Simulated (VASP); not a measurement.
Here is a VASP 6.6.1 calculation.

File INCAR:

```
PREC = Accurate
ENCUT = 520
EDIFF = 1E-6
ISMEAR = -1
SIGMA = 0.1
LREAL = False
LASPH = True
NELM = 100
ALGO = Normal
ISIF = 2
LWAVE = False
LCHARG = False
GGA = PE
NBANDS = 10
```

KPOINTS

```
regular mesh
0
Gamma
  17 17 17
```

File POSCAR:

```
Os
1.0
    0.0000000000      1.7599927068      1.7599927068
    1.7599927068      0.0000000000      1.7599927068
    1.7599927068      1.7599927068      0.0000000000
Os
1
Direct
    0.0000000000      0.0000000000      0.0000000000
```

Potentials or basis: VASP PAW PBE potentials, release 64 (Os).

Run with:

```bash
$ cat potpaw_PBE.64/Os/POTCAR > POTCAR
$ mpirun -np 1 vasp_std > vasp.out
```

(1) Estimate the pressure.

(2) Predict the band gap on the k mesh.

## Answers

(1) 210.5 GPa.

(2) zero (band 4 reaches 17.24 eV, above the bottom of band 5 at 11.25 eV).

Caveat: spin-orbit coupling is left out, which moves the levels of the heavy elements.
